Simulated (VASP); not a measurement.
Here is a VASP 6.6.1 calculation.

The input INCAR:

```
SYSTEM = Te2Mo
PREC = Accurate
ENCUT = 520
EDIFF = 1E-6
ISMEAR = -1
SIGMA = 0.2
LREAL = .FALSE.
LASPH = .TRUE.
NELM = 60
ALGO = Normal
ISIF = 2
LWAVE = .FALSE.
LCHARG = .FALSE.
GGA = RE
NBANDS = 35
```

Contents of KPOINTS:

```
regular mesh
0
G
  8 8 2
  0 0 0
```

The input POSCAR:

```
Te2Mo
1.0
    3.4279496566      0.0000000000      0.0000000000
   -1.7139748283      2.9686909247      0.0000000000
    0.0000000000      0.0000000000     13.6151433465
Te Mo
4 2
Direct
    0.3333333333      0.6666666667      0.6210000000
    0.6666666667      0.3333333333      0.1210000000
    0.3333333333      0.6666666667      0.8790000000
    0.6666666667      0.3333333333      0.3790000000
    0.3333333333      0.6666666667      0.2500000000
    0.6666666667      0.3333333333      0.7500000000
```

Potentials or basis: VASP PAW PBE potentials, release 64 (Te, Mo_sv).

Launch:

```console
$ cat potpaw_PBE.64/Te/POTCAR potpaw_PBE.64/Mo_sv/POTCAR > POTCAR
$ mpirun -np 1 vasp_std > vasp.out
```

Predict the band gap on the k mesh.

0.79 eV, indirect (least direct gap 1.34 eV).

Estimate the largest force.

1.490 eV/Å.

Stress tensor (GPa, compression positive):
```
13.28  0.00  0.00
 0.00 13.28  0.00
 0.00  0.00 16.31
```

Caveat: the PAW data sets were made with another functional, which shifts forces and pressure a little; spin-orbit coupling is left out, which moves the levels of the heavy elements; this functional lacks dispersion, which binds the layers, so the pressure and a relaxed spacing across them are unreliable. A k mesh can miss the band edges.
